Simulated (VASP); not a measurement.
Wanted: the native input for a VASP 6.6.1 run.

```
Task                   : single point
Functional             : LDA
Potentials or basis    : VASP PAW LDA potentials, release 64 (Ta_pv)
Cutoff                 : 520 eV
k mesh                 : 10 × 10 × 10
Occupations            : fermi-dirac, width 0.1 eV
Spin                   : no spin polarisation
Dipole correction      : no
Further INCAR settings : ALGO = Normal; EDIFF = 1e-07; NBANDS = 18
```

The structure of Ta lies in POSCAR:

```
Ta
1.0
    0.0000000000      2.8431889768      2.8431889768
    2.8431889768      0.0000000000      2.8431889768
    2.8431889768      2.8431889768      0.0000000000
Ta
2
Direct
    0.1250000000      0.1250000000      0.1250000000
    0.8750000000      0.8750000000      0.8750000000
```

This isn't the form of Ta at room conditions, which is bcc.

These files were run (other wordings do the same):

INCAR

```
SYSTEM = Ta
ALGO = Normal ; EDIFF = 1E-7
ENCUT = 520 ; GGA = CA
ISIF = 2 ; ISMEAR = -1
LASPH = .TRUE. ; LCHARG = .FALSE.
LREAL = .FALSE. ; LWAVE = .FALSE.
NBANDS = 18 ; NELM = 100
PREC = Accurate ; SIGMA = 0.1
```

KPOINTS

```
k-points
0
G
  10 10 10
  0 0 0
```

Potentials or basis: VASP PAW LDA potentials, release 64 (Ta_pv).

Run with:

```sh
$ cat potpaw_LDA.64/Ta_pv/POTCAR > POTCAR
$ mpirun -np 1 vasp_std > vasp.out
```

It gave:

The pressure is 13.2 GPa and the band gap on the k mesh is zero (bands 11 and 12 overlap by 1.05 eV).

Caveat: the cell stands under pressure; spin-orbit coupling is left out, which moves the levels of the heavy elements.

Run time: 32 s on 1 thread of Intel Xeon 8259CL, on a shared host, peak memory 0.17 GiB.
